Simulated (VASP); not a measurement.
Wanted: the native input for a VASP 6.6.1 run.

| Property | Result |
| --- | --- |
| Task | single point |
| Functional | LDA |
| Potentials or basis | VASP PAW LDA potentials, release 64 (Ba_sv) |
| Cutoff | 520 eV |
| k mesh | 8 × 8 × 8 |
| Occupations | fermi-dirac, width 0.05 eV |
| Spin | no spin polarisation |
| Dipole correction | no |
| Further INCAR settings | ALGO = Normal; EDIFF = 1e-06; NBANDS = 11 |

The structure of Ba lies in POSCAR:

```
Ba
1.0
   -2.4726242257      2.4726242257      2.4726242257
    2.4726242257     -2.4726242257      2.4726242257
    2.4726242257      2.4726242257     -2.4726242257
Ba
1
Direct
    0.0000000000      0.0000000000      0.0000000000
```

This cell differs from its parent crystal: volume scaled by 0.96.

The input as run:

INCAR

```
SYSTEM = Ba
ALGO = Normal ; EDIFF = 1E-6
ENCUT = 520 ; ISIF = 2
ISMEAR = -1 ; LASPH = .TRUE.
LCHARG = .FALSE. ; LREAL = .FALSE.
LWAVE = .FALSE. ; NBANDS = 11
NELM = 100 ; PREC = Accurate
SIGMA = 0.05
```

KPOINTS

```
k-points
0
G
  8 8 8
  0 0 0
```

Potentials or basis: VASP PAW LDA potentials, release 64 (Ba_sv).

Command:

```sh
$ cat potpaw_LDA.64/Ba_sv/POTCAR > POTCAR
$ mpirun -np 1 vasp_std > vasp.out
```

Results of the run:

The pressure is -1.0 GPa. The band gap on the k mesh is zero (band 5 reaches 2.12 eV, above the bottom of band 6 at 0.97 eV).

Caveat: spin-orbit coupling is left out, which moves the levels of the heavy elements.

Run time: 7 s on 1 thread of Intel Xeon 6975P-C, with other jobs on the host, peak memory 0.16 GiB.
